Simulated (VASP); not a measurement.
# Ga3Se (Pm-3m) in VASP: notebook

Aim: see how the results for Ga3Se move with the level of theory and the settings. Levels: BLYP, r2SCAN. Tasks: relaxation of cell and atoms.

Program: VASP 6.6.1. These are calculated values, not measurements. Logs are shortened: lines on timing, memory, paths and dates and some standing lists are left out, and cuts for length are marked.

## (1) The cell of the first run

The structure is cubic, space group Pm-3m (No. 221). The conventional cell has a = 4.432 Å, b = 4.432 Å, c = 4.432 Å, α = 90.00°, β = 90.00°, γ = 90.00°. Se (site symmetry m-3m) has 12 Ga at 3.13 Å within 4.1 Å. Ga (site symmetry 4/mmm) has 4 Se at 3.13 Å and 8 Ga at 3.13 Å within 4.1 Å.

## (2) Relaxation of cell and atoms, BLYP

Contents of INCAR:

```
SYSTEM = Ga3Se
  PREC = Accurate
  ENCUT = 600
  EDIFF = 1E-6
  ISMEAR = -1
  SIGMA = 0.05
  LREAL = .False.
  LASPH = .True.
  NELM = 80
  ALGO = Normal
  ISIF = 3
  LWAVE = .False.
  LCHARG = .False.
  GGA = B5
  ALDAX = 1.0
  AGGAX = 1.0
  AGGAC = 1.0
  ALDAC = 0.0
  IBRION = 2
  NSW = 60
  EDIFFG = -0.01
```

Contents of KPOINTS:

```
Automatic mesh
0
Gamma
  6 6 6
  0 0 0
```

Contents of POSCAR:

```
Ga3Se
1.0
    4.4324650000      0.0000000000      0.0000000000
    0.0000000000      4.4324650000      0.0000000000
    0.0000000000      0.0000000000      4.4324650000
Se Ga
1 3
Direct
    0.0000000000      0.0000000000      0.0000000000
    0.5000000000      0.5000000000      0.0000000000
    0.5000000000      0.0000000000      0.5000000000
    0.0000000000      0.5000000000      0.5000000000
```

Potentials or basis: VASP PAW PBE potentials, release 64 (Se, Ga_d).

On the command line:

```console
$ cat potpaw_PBE.64/Se/POTCAR potpaw_PBE.64/Ga_d/POTCAR > POTCAR
$ mpirun -np 1 vasp_std > vasp.out
```

OUTCAR:

```text
SYSTEM = Ga3Se
   PREC = Accurate
   ENCUT = 600
   EDIFF = 1E-6
   ISMEAR = -1
   LREAL = .False.
   LASPH = .True.
   NELM = 80
   ISIF = 3
   GGA = B5
   IBRION = 2
   NSW = 60
   EDIFFG = -0.01

 ion  position               nearest neighbor table
   1  0.000  0.000  0.000-
   2  0.500  0.500  0.000-
   3  0.500  0.000  0.500-
   4  0.000  0.500  0.500-

  LATTYP: Found a simple cubic cell.
 ALAT       =     4.4324650000

  Lattice vectors:

 A1 = (   4.4324650000,   0.0000000000,   0.0000000000)
 A2 = (   0.0000000000,   4.4324650000,   0.0000000000)
 A3 = (   0.0000000000,   0.0000000000,   4.4324650000)

Analysis of symmetry for initial positions (statically):
=====================================================================
 Subroutine PRICEL returns:
 Original cell was already a primitive cell.

 Routine SETGRP: Setting up the symmetry group for a
 simple cubic supercell.

 Subroutine GETGRP returns: Found 48 space group operations
 (whereof 48 operations were pure point group operations)
 out of a pool of 48 trial point group operations.

The static configuration has the point symmetry O_h .

Analysis of symmetry for dynamics (positions and initial velocities):
=====================================================================
 Subroutine PRICEL returns:
 Original cell was already a primitive cell.

 Routine SETGRP: Setting up the symmetry group for a
 simple cubic supercell.

 Subroutine GETGRP returns: Found 48 space group operations
 (whereof 48 operations were pure point group operations)
 out of a pool of 48 trial point group operations.

The dynamic configuration has the point symmetry O_h .

 Subroutine INISYM returns: Found 48 space group operations
 (whereof 48 operations are pure point group operations),
 and found     1 'primitive' translations

----------------------------------------------------------------------------------------

                                     Primitive cell

  volume of cell :      87.0835

  direct lattice vectors                    reciprocal lattice vectors
     4.432465000  0.000000000  0.000000000     0.225608098  0.000000000  0.000000000
     0.000000000  4.432465000  0.000000000     0.000000000  0.225608098  0.000000000
     0.000000000  0.000000000  4.432465000     0.000000000  0.000000000  0.225608098

  length of vectors
     4.432465000  4.432465000  4.432465000     0.225608098  0.225608098  0.225608098

  position of ions in fractional coordinates (direct lattice)
     0.000000000  0.000000000  0.000000000
[... 60 lines left out ...]
   number of dos      NEDOS =    301   number of ions     NIONS =      4
   total plane-waves  NPLWV =  46656
   dimension x,y,z NGX =    36 NGY =   36 NGZ =   36
   dimension x,y,z NGXF=    72 NGYF=   72 NGZF=   72
   ions per type =               1   3
   NGX,Y,Z   is equivalent  to a cutoff of  13.50, 13.50, 13.50 a.u.
   NGXF,Y,Z  is equivalent  to a cutoff of  27.00, 27.00, 27.00 a.u.
 SYSTEM =  Ga3Se
   PREC   = accura    normal or accurate (medium, high low for compatibility)
   ISTART =      0    job   : 0-new  1-cont  2-samecut
   ICHARG =      2    charge: 1-file 2-atom 10-const
   ISPIN  =      1    spin polarized calculation?
   LNONCOLLINEAR =      F non collinear calculations
   LSORBIT =      F    spin-orbit coupling
   LASPH  =      T    aspherical Exc in radial PAW
   ENCUT  =  600.0 eV  44.10 Ry    6.64 a.u.   8.85  8.85  8.85*2*pi/ulx,y,z
   NELM   =     80;   NELMIN=  2; NELMDL= -5     # of ELM steps
   EDIFF  = 0.1E-05   stopping-criterion for ELM
   LREAL  =      F    real-space projection
   EDIFFG = -.1E-01   stopping-criterion for IOM
   NSW    =     60    number of steps for IOM
   IBRION =      2    ionic relax: 0-MD 1-quasi-New 2-CG
   NFREE  =      1    steps in history (QN), initial steepest desc. (CG)
   ISIF   =      3    stress and relaxation
   ISYM   =      2    0-nonsym 1-usesym 2-fastsym
   POTIM  = 0.5000    time-step for ionic-motion
   TEBEG  =    0.0;   TEEND  =   0.0 temperature during run
   PSTRESS=    0.0 pullay stress
   NELECT =      45.0000    total number of electrons
   NUPDOWN=      -1.0000    fix difference up-down
   EMIN   =  10.00;   EMAX   =-10.00  energy-range for DOS
   EFERMI =   0.00;   METHOD = LEGACY
   ISMEAR =    -1;   SIGMA  =   0.05  broadening in eV -4-tet -1-fermi 0-gaus
   EFERMI_NEDOS =   21; number of points for ismear=-14 and -15
   IALGO  =     38    algorithm
   IMIX   =      4    mixing-type and parameters
     AMIX     =   0.40;   BMIX     =  1.00
     AMIX_MAG =   1.60;   BMIX_MAG =  1.00
  volume/ion in A,a.u.               =      21.77       146.92
  Fermi-wavevector in a.u.,A,eV,Ry     =   1.313713  2.482557 23.481488  1.725841
  Thomas-Fermi vector in A             =   2.444016
   LORBIT       =      0    0 simple, 1 ext, 2 COOP (PROOUT), +10 PAW based schemes
   GGA     = B5    functional components
   LHFCALC =     F    Hartree Fock is set to
   AEXX    =    0.0000 exact exchange contribution
   IVDW    =     0    specifies the selected vdW correction
   LEPSILON=     F    determine dielectric tensor
   LRPA    =     F    only Hartree local field effects (RPA)
 conjugate gradient relaxation of ions
 non-spin polarized calculation
  energy-cutoff  :      600.00
  volume of cell :       87.08
 maximum number of plane-waves:      2945
 NGX is ok and might be reduce to    36
   NGX = 17   NGY = 17   NGZ = 17

--------------------------------------- Ionic step        1  -------------------------------------------

 number of electron      44.9999944 magnetization

 Free energy of the ion-electron system (eV)
  ---------------------------------------------------
  ext. energy  EPLUGINS =         0.00000000
  ---------------------------------------------------
  free energy    TOTEN  =        -9.75376974 eV

  energy without entropy =       -9.74205405  energy(sigma->0) =       -9.74791189

 E-fermi :   5.0755     XC(G=0):  -9.6817

 val. band max:        4.8796602830   @ k =   0.3333   0.1667   0.1667
 cond. band min:       5.0939411848   @ k =   0.5000   0.1667   0.0000
 fundamental gap:      0.2142809018
 Fermi energy:         5.0755171642

 k-point     1 :       0.0000    0.0000    0.0000
  band No.  band energies     occupation
      1     -10.0987      2.00000
      2     -10.0835      2.00000
      3     -10.0835      2.00000
      4     -10.0835      2.00000
      5     -10.0301      2.00000
      6     -10.0301      2.00000
[... 702 lines left out ...]
--------------------------------------- Ionic step        4  -------------------------------------------

 number of electron      45.0000003 magnetization

 Free energy of the ion-electron system (eV)
  ---------------------------------------------------
  ext. energy  EPLUGINS =         0.00000000
  ---------------------------------------------------
  free energy    TOTEN  =        -9.90076809 eV

  energy without entropy =       -9.89009292  energy(sigma->0) =       -9.89543051

 E-fermi :   3.9796     XC(G=0):  -9.0974

 val. band max:        3.9675035628   @ k =   0.5000   0.3333   0.1667
 cond. band min:       3.9949779558   @ k =   0.5000   0.0000   0.0000
 fundamental gap:      0.0274743929
 Fermi energy:         3.9795921126

 k-point     1 :       0.0000    0.0000    0.0000
  band No.  band energies     occupation
      1     -11.1215      2.00000
      2     -11.1215      2.00000
      3     -11.1215      2.00000
      4     -11.1178      2.00000
      5     -11.0848      2.00000
      6     -11.0848      2.00000
[... 620 lines left out ...]
  FREE ENERGIE OF THE ION-ELECTRON SYSTEM (eV)
  ---------------------------------------------------
  free  energy   TOTEN  =        -9.9007680939 eV

  energy  without entropy=       -9.8900929215  energy(sigma->0) =       -9.89543051

 reached required accuracy - stopping structural energy minimisation
```

OSZICAR:

```text
N       E                     dE             d eps       ncg     rms          rms(c)
DAV:   1     0.314372478673E+03    0.31437E+03   -0.24301E+04  1080   0.300E+03
DAV:   2     0.271630165844E+02   -0.28721E+03   -0.28301E+03  1144   0.546E+02
DAV:   3    -0.814506175996E+01   -0.35308E+02   -0.34005E+02  1284   0.150E+02
DAV:   4    -0.988888751732E+01   -0.17438E+01   -0.17036E+01  1227   0.297E+01
[... 35 lines left out ...]
DAV:   3    -0.990109170714E+01    0.25618E-02   -0.50585E-03  1323   0.807E-01    0.680E-02
DAV:   4    -0.990081068213E+01    0.28103E-03   -0.36109E-04  1261   0.195E-01    0.284E-02
DAV:   5    -0.990076936828E+01    0.41314E-04   -0.31561E-05  1305   0.613E-02    0.733E-03
DAV:   6    -0.990076803070E+01    0.13376E-05   -0.19261E-06   634   0.160E-02    0.294E-03
DAV:   7    -0.990076809386E+01   -0.63159E-07   -0.37155E-07   567   0.598E-03
   4 F= -.99007681E+01 E0= -.98954305E+01  d E =-.146998E+00
```

CONTCAR:

```text
Ga3Se
   1.00000000000000
     4.6247309006083004    0.0000000000000000   -0.0000000000000000
     0.0000000000000000    4.6247309006083004   -0.0000000000000000
     0.0000000000000000    0.0000000000000000    4.6247309006083004
  Se              Ga
     1     3
Direct
     0.0000000000000000    0.0000000000000000    0.0000000000000000
     0.5000000000000000    0.5000000000000000    0.0000000000000000
     0.5000000000000000    0.0000000000000000    0.5000000000000000
     0.0000000000000000    0.5000000000000000    0.5000000000000000

  0.00000000E+00  0.00000000E+00  0.00000000E+00
  0.00000000E+00  0.00000000E+00  0.00000000E+00
  0.00000000E+00  0.00000000E+00  0.00000000E+00
  0.00000000E+00  0.00000000E+00  0.00000000E+00
```

Wall time 3.2 min (1 thread of Intel Xeon Platinum 8488C (Sapphire Rapids), shared host); peak memory 0.23 GiB.

What came out:

```
Free energy                           : -9.9008 eV
Relaxed volume                        : 24.73 Å³/atom
Relaxed cell                          : a = 4.625 Å, b = 4.625 Å, c = 4.625 Å, α = 90.00°, β = 90.00°, γ = 90.00°
Space group after relaxing (to 0.1 Å) : Pm-3m (No. 221)
Energy gained by relaxing             : 36.7 meV/atom
Ionic steps                           : 4
Pressure after relaxing               : 0.0 GPa
Band gap on the k mesh                : zero (an odd number of electrons rules out a gap without spin polarisation)
```

Step by step:
```tsv
step	energy change (eV)	largest force (eV/Å)	pressure (GPa)	volume (Å³)
1	0.0000	0.0000	4.46	87.08
2	-0.1331	0.0000	1.19	94.95
3	-0.1467	0.0000	-0.15	99.46
4	-0.1470	0.0000	-0.01	98.91
```

Final structure:
```xyz
4
Lattice="4.6247 0.0000 0.0000 0.0000 4.6247 0.0000 0.0000 0.0000 4.6247" Properties=species:S:1:pos:R:3 pbc="T T T"
Se    0.0000    0.0000    0.0000
Ga    2.3124    2.3124    0.0000
Ga    2.3124    0.0000    2.3124
Ga    0.0000    2.3124    2.3124
```

Caveat: the PAW data sets were made with another functional, which shifts forces and pressure a little.

## (3) Relaxation of cell and atoms, r2SCAN

POSCAR is that of step 2.

Contents of INCAR.step1:

```
SYSTEM = Ga3Se
PREC     = Accurate       ! precision mode
ENCUT    = 600            ! plane-wave cutoff, eV
ISMEAR   = -1             ! smearing method
SIGMA    = 0.05           ! smearing width, eV
LREAL    = .FALSE.        ! projectors in reciprocal space
LASPH    = .TRUE.         ! aspherical terms in the spheres
NELM     = 60             ! most SCF steps
GGA      = PE             ! functional
ALGO     = Normal         ! electronic algorithm
EDIFF    = 1E-4           ! SCF threshold, eV
LWAVE    = .TRUE.         ! write WAVECAR
LCHARG   = .FALSE.        ! write CHGCAR
```

Contents of INCAR.step2:

```
SYSTEM = Ga3Se
PREC     = Accurate       ! precision mode
ENCUT    = 600            ! plane-wave cutoff, eV
EDIFF    = 1E-6           ! SCF threshold, eV
ISMEAR   = -1             ! smearing method
SIGMA    = 0.05           ! smearing width, eV
LREAL    = .FALSE.        ! projectors in reciprocal space
LASPH    = .TRUE.         ! aspherical terms in the spheres
NELM     = 60             ! most SCF steps
ALGO     = Normal         ! electronic algorithm
ISIF     = 3              ! what is computed and relaxed
LWAVE    = .FALSE.        ! write WAVECAR
LCHARG   = .FALSE.        ! write CHGCAR
METAGGA  = R2SCAN         ! meta-GGA
LMIXTAU  = .TRUE.       
IBRION   = 2              ! ionic algorithm
NSW      = 60             ! ionic steps
EDIFFG   = -0.01          ! ionic threshold
ISTART   = 1
```

Contents of KPOINTS:

```
Automatic mesh
0
G
  6 6 6
  0 0 0
```

Potentials or basis: VASP PAW PBE potentials, release 64 (Se, Ga_d).

On the command line:

```console
$ cat potpaw_PBE.64/Se/POTCAR potpaw_PBE.64/Ga_d/POTCAR > POTCAR
$ cp INCAR.step1 INCAR
$ mpirun -np 1 vasp_std > vasp.out
$ cp INCAR.step2 INCAR
$ mpirun -np 1 vasp_std > vasp.out
```

Run time: 4.4 min. Hardware: 1 thread of Intel Xeon Platinum 8488C (Sapphire Rapids), shared host; peak memory 0.24 GiB.

It converged, with:

```yaml
Free_energy: -48.2455 eV
Relaxed_volume: 20.82 Å³/atom
Relaxed_cell: a = 4.367 Å, b = 4.367 Å, c = 4.367 Å, α = 90.00°, β = 90.00°, γ = 90.00°
Space_group_after_relaxing_to_0.1_Å: Pm-3m (No. 221)
Energy_gained_by_relaxing: 5.5 meV/atom
Ionic_steps: 3
Pressure_after_relaxing: 0.0 GPa
Band_gap_on_the_k_mesh: zero (an odd number of electrons rules out a gap without spin polarisation)
```

The path:
```tsv
step	energy change (eV)	largest force (eV/Å)	pressure (GPa)	volume (Å³)
1	0.0000	0.0000	-1.68	87.08
2	-0.0202	0.0000	-0.52	84.24
3	-0.0219	0.0000	-0.04	83.28
```

Final structure:
```
CELL_PARAMETERS angstrom
4.36699 0.00000 0.00000
0.00000 4.36699 0.00000
0.00000 0.00000 4.36699
ATOMIC_POSITIONS crystal
Se 0.00000 0.00000 0.00000
Ga 0.50000 0.50000 0.00000
Ga 0.50000 0.00000 0.50000
Ga 0.00000 0.50000 0.50000
```

Levels at points of the mesh, in eV from the Fermi level:
| k point | band 21 | band 22 | band 23 | band 24 | band 25 | band 26 |
| --- | --- | --- | --- | --- | --- | --- |
| (0.00, 0.00, 0.00) | -2.76 | -2.76 | 1.68 | 1.68 | 1.68 | 4.78 |
| (0.50, 0.00, 0.00) | -1.99 | -1.18 | -0.37 | -0.37 | 1.34 | 4.50 |
| (0.50, 0.50, 0.00) | -0.68 | -0.66 | -0.66 | 1.59 | 1.75 | 1.75 |
| (0.50, 0.50, 0.50) | -5.30 | -5.30 | -3.92 | 4.39 | 4.39 | 4.39 |

Caveat: the PAW data sets were made with another functional, which shifts forces and pressure a little.

The gap in the log of VASP goes by the Fermi energy; the results here count the filled bands.